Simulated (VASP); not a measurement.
# Sn (Immm) in VASP: notebook

Sn is run at these levels: LDA; tasks: single point.

Everything below comes from runs of VASP 6.6.1. Logs are shortened: lines on timing, memory, paths and dates and some standing lists are left out, and cuts for length are marked.

## Step 1: The cell of the first run

It takes space group Immm (No. 71, orthorhombic). Conventional cell: a = 3.280 Å, b = 3.374 Å, c = 4.443 Å, α = 90.00°, β = 90.00°, γ = 90.00°. Sn (site symmetry mmm) has 14 Sn at 3.24 to 4.44 Å within 4.5 Å.

## Step 2: Single point, LDA (strain -0.050 along x and y, -0.050 along z)

Input file INCAR:

```
ALGO = Fast ; EDIFF = 1E-6
ENCUT = 520 ; GGA = CA
ISIF = 2 ; ISMEAR = 0
LASPH = T ; LCHARG = T
LELF = T ; LREAL = F
LVHAR = T ; LWAVE = F
NBANDS = 13 ; NELM = 60
PREC = Accurate ; SIGMA = 0.15
```

Input file KPOINTS:

```
k-points
0
Gamma
  20 20 20
```

Input file POSCAR:

```
Sn
1.0
   -1.6402120500      1.6867696500      2.2214249000
    1.6402120500     -1.6867696500      2.2214249000
    1.6402120500      1.6867696500     -2.2214249000
Sn
1
Direct
    0.0000000000      0.0000000000      0.0000000000
```

Potentials or basis: VASP PAW LDA potentials, release 64 (Sn_d).

Run with:

```bash
$ cat potpaw_LDA.64/Sn_d/POTCAR > POTCAR
$ mpirun -np 1 vasp_std > vasp.out
```

OUTCAR:

```text
EDIFF = 1E-6
   ENCUT = 520
   GGA = CA
   ISIF = 2
   ISMEAR = 0
   LASPH = T
   LREAL = F
   NELM = 60
   PREC = Accurate

 ion  position               nearest neighbor table
   1  0.000  0.000  0.000-

  LATTYP: Found a body centered orthorhombic cell.
 ALAT       =     3.2804241000
 B/A-ratio  =     1.0283851103
 C/A-ratio  =     1.3543522620

  Lattice vectors:

 A1 = (  -1.6402120500,   1.6867696500,   2.2214249000)
 A2 = (   1.6402120500,  -1.6867696500,   2.2214249000)
 A3 = (   1.6402120500,   1.6867696500,  -2.2214249000)

Analysis of symmetry for initial positions (statically):
=====================================================================
 Subroutine PRICEL returns:
 Original cell was already a primitive cell.

 Routine SETGRP: Setting up the symmetry group for a
 body centered orthorhombic supercell.

 Subroutine GETGRP returns: Found  8 space group operations
 (whereof  8 operations were pure point group operations)
 out of a pool of  8 trial point group operations.

The static configuration has the point symmetry D_2h.

Analysis of symmetry for dynamics (positions and initial velocities):
=====================================================================
 Subroutine PRICEL returns:
 Original cell was already a primitive cell.

 Routine SETGRP: Setting up the symmetry group for a
 body centered orthorhombic supercell.

 Subroutine GETGRP returns: Found  8 space group operations
 (whereof  8 operations were pure point group operations)
 out of a pool of  8 trial point group operations.

The dynamic configuration has the point symmetry D_2h.

 Subroutine INISYM returns: Found  8 space group operations
 (whereof  8 operations are pure point group operations),
 and found     1 'primitive' translations

----------------------------------------------------------------------------------------

                                     Primitive cell

  volume of cell :      24.5837

  direct lattice vectors                    reciprocal lattice vectors
    -1.640212050  1.686769650  2.221424900     0.000000000  0.296424589  0.225080758
     1.640212050 -1.686769650  2.221424900     0.304838634  0.000000000  0.225080758
     1.640212050  1.686769650 -2.221424900     0.304838634  0.296424589  0.000000000

  length of vectors
     3.235771316  3.235771316  3.235771316     0.372194686  0.378929994  0.425198929

  position of ions in fractional coordinates (direct lattice)
     0.000000000  0.000000000  0.000000000

[... 76 lines left out ...]
   LREAL  =      F    real-space projection
[... 7 lines left out ...]
   TEBEG  =    0.0;   TEEND  =   0.0 temperature during run
   PSTRESS=    0.0 pullay stress
   NELECT =      14.0000    total number of electrons
   NUPDOWN=      -1.0000    fix difference up-down
   EMIN   =  10.00;   EMAX   =-10.00  energy-range for DOS
   EFERMI =   0.00;   METHOD = LEGACY
   ISMEAR =     0;   SIGMA  =   0.15  broadening in eV -4-tet -1-fermi 0-gaus
   EFERMI_NEDOS =   21; number of points for ismear=-14 and -15
   IALGO  =     68    algorithm
   IMIX   =      4    mixing-type and parameters
     AMIX     =   0.40;   BMIX     =  1.00
     AMIX_MAG =   1.60;   BMIX_MAG =  1.00
  volume/ion in A,a.u.               =      24.58       165.90
  Fermi-wavevector in a.u.,A,eV,Ry     =   1.356964  2.564290 25.053111  1.841352
  Thomas-Fermi vector in A             =   2.483923
   LORBIT       =      0    0 simple, 1 ext, 2 COOP (PROOUT), +10 PAW based schemes
   GGA     = CA    functional components
   LHFCALC =     F    Hartree Fock is set to
   AEXX    =    0.0000 exact exchange contribution
   IVDW    =     0    specifies the selected vdW correction
   LEPSILON=     F    determine dielectric tensor
   LRPA    =     F    only Hartree local field effects (RPA)
 non-spin polarized calculation
 RMM-DIIS sequential band-by-band and
 Gauss-broadening in eV      SIGMA  =   0.15
  energy-cutoff  :      520.00
  volume of cell :       24.58
 maximum number of plane-waves:       680
   NGX = 13   NGY = 13   NGZ = 13

 number of electron      14.0000000 magnetization

 Free energy of the ion-electron system (eV)
  ---------------------------------------------------
  ext. energy  EPLUGINS =         0.00000000
  ---------------------------------------------------
  free energy    TOTEN  =        -4.42999374 eV

  energy without entropy =       -4.42325674  energy(sigma->0) =       -4.42662524

 E-fermi :   9.1782     XC(G=0): -11.0813

 val. band max:        9.1757596899   @ k =  -0.4500  -0.3500   0.2000
 cond. band min:       9.1790097669   @ k =   0.4000   0.3000   0.1500
 fundamental gap:      0.0032500770
 Fermi energy:         9.1782054615

 k-point     1 :       0.0000    0.0000    0.0000
  band No.  band energies     occupation
      1     -12.4024      2.00000
      2     -12.3813      2.00000
      3     -12.3462      2.00000
      4     -12.2935      2.00000
      5     -12.2399      2.00000
      6      -2.7785      2.00000
      7      17.3100      0.00000
      8      17.4583      0.00000
      9      17.9878      0.00000
     10      20.0532      0.00000
     11      21.3091      0.00000
     12      21.8387      0.00000
     13      22.0491      0.00000
[... 354 lines left out ...]
  band No.  band energies     occupation
      1     -12.3838      2.00000
      2     -12.3719      2.00000
      3     -12.3445      2.00000
      4     -12.1982      2.00000
      5     -12.1755      2.00000
      6       0.4615      2.00000
      7       6.1978      2.00000
      8      15.1417      0.00000
      9      15.7219      0.00000
     10      18.8593      0.00000
     11      20.6789      0.00000
     12      21.1436      0.00000
     13      22.6973      0.00000

 [... further k-points ...]

------------------------ aborting loop because EDIFF is reached ----------------------------------------

  FORCE on cell =-STRESS in cart. coord.  units (eV):
  Direction    XX          YY          ZZ          XY          YZ          ZX
  --------------------------------------------------------------------------------------
  -------------------------------------------------------------------------------------
  Total        0.6718164      0.4316239      0.4742131      0.0000000      0.0000000      0.0000000
  in kB       43.7838336     28.1299331     30.9055660      0.0000000      0.0000000      0.0000000
  external PRESSURE =      34.2731109 kB  Pullay stress =       0.0000000 kB

 VOLUME and BASIS-vectors are now :
 -----------------------------------------------------------------------------
  energy-cutoff  :      520.00
  volume of cell :       24.58
      direct lattice vectors                 reciprocal lattice vectors
    -1.640212050  1.686769650  2.221424900     0.000000000  0.296424589  0.225080758
     1.640212050 -1.686769650  2.221424900     0.304838634  0.000000000  0.225080758
     1.640212050  1.686769650 -2.221424900     0.304838634  0.296424589  0.000000000

 POSITION                                       TOTAL-FORCE (eV/Angst)
 -----------------------------------------------------------------------------------
      0.00000      0.00000      0.00000         0.000000      0.000000     -0.000000
 -----------------------------------------------------------------------------------
    total drift:                                0.000000      0.000000      0.000000

  FREE ENERGIE OF THE ION-ELECTRON SYSTEM (eV)
  ---------------------------------------------------
  free  energy   TOTEN  =        -4.4299937355 eV

  energy  without entropy=       -4.4232567416  energy(sigma->0) =       -4.42662524
```

OSZICAR:

```text
N       E                     dE             d eps       ncg     rms          rms(c)
DAV:   1     0.806043356931E+02    0.80604E+02   -0.71826E+03 31234   0.167E+03
DAV:   2     0.110158792008E+01   -0.79503E+02   -0.76801E+02 32271   0.342E+02
DAV:   3    -0.433852365174E+01   -0.54401E+01   -0.54174E+01 35788   0.729E+01
DAV:   4    -0.444706971065E+01   -0.10855E+00   -0.10852E+00 37032   0.109E+01
DAV:   5    -0.445056981389E+01   -0.35001E-02   -0.35000E-02 39421   0.193E+00    0.161E+00
RMM:   6    -0.443599170225E+01    0.14578E-01   -0.92879E-03 38528   0.125E+00    0.916E-01
RMM:   7    -0.443018972727E+01    0.58020E-02   -0.74353E-03 38440   0.964E-01    0.102E-01
RMM:   8    -0.442996595228E+01    0.22377E-03   -0.10664E-03 43521   0.426E-01    0.356E-02
RMM:   9    -0.442999215044E+01   -0.26198E-04   -0.27780E-04 47267   0.157E-01    0.332E-02
RMM:  10    -0.442999801327E+01   -0.58628E-05   -0.57743E-05 40944   0.115E-01    0.350E-02
RMM:  11    -0.442999229276E+01    0.57205E-05   -0.24834E-05 42475   0.673E-02    0.204E-03
RMM:  12    -0.442999356265E+01   -0.12699E-05   -0.12355E-05 40327   0.303E-02    0.975E-04
RMM:  13    -0.442999373552E+01   -0.17287E-06   -0.14736E-06 23728   0.153E-02
   1 F= -.44299937E+01 E0= -.44266252E+01  d E =-.673699E-02
```

It took 4.5 min on 1 thread of Intel Xeon 8259CL, shared host; peak memory 0.42 GiB.

What came out:

```yaml
Free_energy: -4.4300 eV
Pressure: 3.4 GPa
Band_gap_on_the_k_mesh: zero (bands 7 and 8 overlap by 10.49 eV)
```

Caveat: the cell differs from its parent crystal (strain -0.050 along x and y, -0.050 along z); the cell stands under pressure; spin-orbit coupling is left out, which moves the levels of the heavy elements.

## Step 3: Single point, LDA (strain -0.025 along x and y, -0.050 along z)

Input file INCAR:

```
SYSTEM = Sn
PREC = Accurate ; ENCUT = 520
EDIFF = 1E-6 ; ISMEAR = 0
SIGMA = 0.15 ; LREAL = .FALSE.
LASPH = .TRUE. ; NELM = 80
ALGO = Fast ; ISIF = 2
LWAVE = .FALSE. ; LCHARG = .FALSE.
NBANDS = 13
```

Input file KPOINTS:

```
Automatic mesh
0
G
  20 20 20
  0 0 0
```

Input file POSCAR:

```
Sn
1.0
   -1.6833755250      1.7311583250      2.2214249000
    1.6833755250     -1.7311583250      2.2214249000
    1.6833755250      1.7311583250     -2.2214249000
Sn
1
Direct
    0.0000000000      0.0000000000      0.0000000000
```

Potentials or basis: VASP PAW LDA potentials, release 64 (Sn_d).

Run with:

```bash
$ cat potpaw_LDA.64/Sn_d/POTCAR > POTCAR
$ mpirun -np 1 vasp_std > vasp.out
```

OUTCAR:

```text
SYSTEM = Sn
   PREC = Accurate
   ENCUT = 520
   EDIFF = 1E-6
   ISMEAR = 0
   LREAL = .FALSE.
   LASPH = .TRUE.
   NELM = 80
   ISIF = 2

 ion  position               nearest neighbor table
   1  0.000  0.000  0.000-

  LATTYP: Found a body centered orthorhombic cell.
 ALAT       =     3.3667510500
 B/A-ratio  =     1.0283851103
 C/A-ratio  =     1.3196252809

  Lattice vectors:

 A1 = (  -1.6833755250,   1.7311583250,   2.2214249000)
 A2 = (   1.6833755250,  -1.7311583250,   2.2214249000)
[... 565 lines left out ...]

 [... further k-points ...]

------------------------ aborting loop because EDIFF is reached ----------------------------------------

  FORCE on cell =-STRESS in cart. coord.  units (eV):
  Direction    XX          YY          ZZ          XY          YZ          ZX
  --------------------------------------------------------------------------------------
  -------------------------------------------------------------------------------------
  Total        0.1067611     -0.0683818     -0.0835642      0.0000000      0.0000000      0.0000000
  in kB        6.6056301     -4.2309845     -5.1703699      0.0000000      0.0000000      0.0000000
  external PRESSURE =      -0.9319081 kB  Pullay stress =       0.0000000 kB

 VOLUME and BASIS-vectors are now :
 -----------------------------------------------------------------------------
  energy-cutoff  :      520.00
  volume of cell :       25.89
      direct lattice vectors                 reciprocal lattice vectors
    -1.683375525  1.731158325  2.221424900     0.000000000  0.288823958  0.225080758
     1.683375525 -1.731158325  2.221424900     0.297022258  0.000000000  0.225080758
     1.683375525  1.731158325 -2.221424900     0.297022258  0.288823958  0.000000000

 POSITION                                       TOTAL-FORCE (eV/Angst)
 -----------------------------------------------------------------------------------
      0.00000      0.00000      0.00000         0.000000     -0.000000      0.000000
 -----------------------------------------------------------------------------------
    total drift:                               -0.000000      0.000000      0.000000

  FREE ENERGIE OF THE ION-ELECTRON SYSTEM (eV)
  ---------------------------------------------------
  free  energy   TOTEN  =        -4.4451079860 eV

  energy  without entropy=       -4.4394573983  energy(sigma->0) =       -4.44228269
```

OSZICAR:

```text
N       E                     dE             d eps       ncg     rms          rms(c)
DAV:   1     0.812741781702E+02    0.81274E+02   -0.71617E+03 31304   0.164E+03
DAV:   2     0.130614372095E+01   -0.79968E+02   -0.77353E+02 32056   0.344E+02
DAV:   3    -0.434344848945E+01   -0.56496E+01   -0.56279E+01 35909   0.740E+01
DAV:   4    -0.445926789748E+01   -0.11582E+00   -0.11579E+00 36839   0.113E+01
DAV:   5    -0.446310559060E+01   -0.38377E-02   -0.38376E-02 39759   0.202E+00    0.146E+00
RMM:   6    -0.445018426501E+01    0.12921E-01   -0.90919E-03 38449   0.122E+00    0.832E-01
RMM:   7    -0.444527961038E+01    0.49047E-02   -0.71393E-03 38425   0.934E-01    0.964E-02
RMM:   8    -0.444507694190E+01    0.20267E-03   -0.91773E-04 43173   0.423E-01    0.307E-02
RMM:   9    -0.444510568211E+01   -0.28740E-04   -0.30436E-04 47641   0.160E-01    0.261E-02
RMM:  10    -0.444510783871E+01   -0.21566E-05   -0.43633E-05 40852   0.974E-02    0.191E-02
RMM:  11    -0.444510721686E+01    0.62185E-06   -0.20632E-05 44771   0.535E-02    0.220E-03
RMM:  12    -0.444510798595E+01   -0.76909E-06   -0.76249E-06 35068   0.246E-02
   1 F= -.44451080E+01 E0= -.44422827E+01  d E =-.565059E-02
```

stdout:

```text
POSCAR found type information on POSCAR Sn
 POSCAR found :  1 types and       1 ions
 scaLAPACK will be used
 LDA part: xc-table for (Slater(with rela. corr.)+CA(PZ))
 , standard interpolation
 POSCAR, INCAR and KPOINTS ok, starting setup
 FFT: planning ... GRIDC
 FFT: planning ... GRID_SOFT
 FFT: planning ... GRID
 WAVECAR not read
 entering main loop
WARNING in EDDRMM: call to ZHEGV failed, returncode =   6  3     12
WARNING in EDDRMM: call to ZHEGV failed, returncode =   6  3     10
WARNING in EDDRMM: call to ZHEGV failed, returncode =   6  3     10
WARNING in EDDRMM: call to ZHEGV failed, returncode =   8  4     11
WARNING in EDDRMM: call to ZHEGV failed, returncode =   6  3     10
WARNING in EDDRMM: call to ZHEGV failed, returncode =   6  3     11
WARNING in EDDRMM: call to ZHEGV failed, returncode =   6  3     10
WARNING in EDDRMM: call to ZHEGV failed, returncode =   8  4     12
WARNING in EDDRMM: call to ZHEGV failed, returncode =   6  3     11
```

It took 5.8 min on 1 thread of Intel Xeon 8259CL, shared host; peak memory 0.44 GiB.

Results:

- Free energy: -4.4451 eV
- Pressure: -0.1 GPa
- Band gap on the k mesh: zero (bands 7 and 8 overlap by 10.01 eV)

Stress tensor (GPa, compression positive):
```
 0.66  0.00  0.00
 0.00 -0.42  0.00
 0.00  0.00 -0.52
```

Caveat: the cell differs from its parent crystal (strain -0.025 along x and y, -0.050 along z); spin-orbit coupling is left out, which moves the levels of the heavy elements.
